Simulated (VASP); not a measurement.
Ag, 2 atoms in the cell. Symmetry: R-3m, No. 166, trigonal system. Conventional cell: a = 3.980 Å, b = 3.980 Å, c = 9.748 Å, α = 90.00°, β = 90.00°, γ = 120.00°. Within 3.0 Å of Ag (site symmetry 3m) lie 4 Ag at 2.29 to 2.49 Å.  This cell differs from its parent crystal: shortest bond scaled by 0.94.

* Program: VASP 6.6.1
* Task: single point
* Functional: PBEsol
* Potentials or basis: VASP PAW PBE potentials, release 64 (Ag)
* Cutoff: 520 eV
* k mesh: 9 × 9 × 9
* Occupations: fermi-dirac, width 0.05 eV
* Spin: no spin polarisation
* Dipole correction: no
* Further INCAR settings: ALGO = Normal; EDIFF = 1e-07; NBANDS = 18

Potentials or basis: VASP PAW PBE potentials, release 64 (Ag).

Launch:

```bash
$ cat potpaw_PBE.64/Ag/POTCAR > POTCAR
$ mpirun -np 1 vasp_std > vasp.out
```

Hardware: 1 thread of Intel(R) Xeon(R) Platinum 8259CL CPU @ 2.50GHz (Skylake/Cascade Lake) (shared host).

Task: How long does it take, and how much memory?

Result: It took 50 s on 1 thread of Intel(R) Xeon(R) Platinum 8259CL CPU @ 2.50GHz (Skylake/Cascade Lake), on a shared host, peak memory 0.2 GiB. Counts: scf iterations 12, k points 85.
